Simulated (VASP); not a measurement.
# Ir: single point with LDA

Ir:

```
CELL_PARAMETERS angstrom
2.70530 0.00000 0.00000
-1.35265 2.34286 0.00000
0.00000 0.00000 4.39105
ATOMIC_POSITIONS crystal
Ir 0.33333 0.66667 0.25000
Ir 0.66667 0.33333 0.75000
```

This isn't the form of Ir at room conditions, which is fcc.

| Property | Result |
| --- | --- |
| Program | VASP 6.6.1 |
| Task | single point |
| Functional | LDA |
| Potentials or basis | VASP PAW LDA potentials, release 64 (Ir_sv_GW) |
| Cutoff | 560 eV |
| k mesh | 13 × 13 × 7 |
| Occupations | fermi-dirac, width 0.1 eV |
| Spin | no spin polarisation |

The pressure is -0.4 GPa. The band gap on the k mesh is zero (bands 17 and 18 overlap by 3.50 eV).

Levels at points of the mesh, in eV from the Fermi level:
```
           k point  band 13  band 14  band 15  band 16  band 17  band 18  band 19  band 20  band 21  band 22
(0.00, 0.00, 0.00)    -3.99    -3.31    -3.31    -2.47    -2.47    -0.84     0.27     0.27     7.22    13.66
```

It took 32 s on 1 thread of AMD EPYC 9R45 96-Core Processor (Zen 5), with other jobs on the host, peak memory 0.15 GiB.

Caveat: spin-orbit coupling is left out, which moves the levels of the heavy elements.
